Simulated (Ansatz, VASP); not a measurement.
## Two plane-wave programs on Os

```
CELL_PARAMETERS angstrom
0.00000 1.88418 2.07260
1.88418 0.00000 2.07260
1.88418 1.88418 0.00000
ATOMIC_POSITIONS crystal
Os 0.00000 0.00000 0.00000
```

Alike in both runs: task single point; functional PBEsol; k mesh 24 × 24 × 24; occupations gaussian, width 0.15 eV; no spin polarisation.

|  | VASP | Ansatz |
| --- | --- | --- |
| version | VASP 6.6.1 | Ansatz 0.2.0 |
| potentials or method | VASP PAW PBE potentials, release 64 (Os), cutoff 520 eV | scalar-relativistic, plane waves, PAW |
| valence electrons in the cell | 8 | 16 |

|  | VASP | Ansatz | Ansatz less VASP |
| --- | --- | --- | --- |
| gap on the k mesh at the Fermi level (eV) | none | none | - |
| pressure (GPa) | -18.2 | -18.3 | -0.06 |
| traceless stress, the component that is largest in VASP (GPa) | -21.93 | -22.10 | -0.173 |

VASP's potentials were made for PBE, not for PBEsol. A gap of «none» marks a metal or a gap that the smearing closes. VASP's potentials hold 8 valence electrons a cell and Ansatz's 16, so a difference there can come from the potentials and not from the codes.

Neither program's run includes spin-orbit coupling.
